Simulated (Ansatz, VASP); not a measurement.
**Rb in VASP and in Ansatz**

```xyz
1
Lattice="-2.8426 2.8426 2.8426 2.8426 -2.8426 2.8426 2.8426 2.8426 -2.8426" Properties=species:S:1:pos:R:3 pbc="T T T"
Rb    0.0000    0.0000    0.0000
```

Alike in both runs: task single point; functional PBE; k mesh 6 × 6 × 6; occupations gaussian, width 0.05 eV; no spin polarisation.

|  | VASP | Ansatz |
| --- | --- | --- |
| version | VASP 6.6.1 | Ansatz 0.2.0 |
| potentials or method | VASP PAW PBE potentials, release 64 (Rb_sv), cutoff 520 eV | scalar-relativistic, plane waves, PAW |
| valence electrons in the cell | 9 | 9 |

```tsv
	VASP	Ansatz	Ansatz less VASP
pressure (GPa)	0.0	0.0	0.00
```
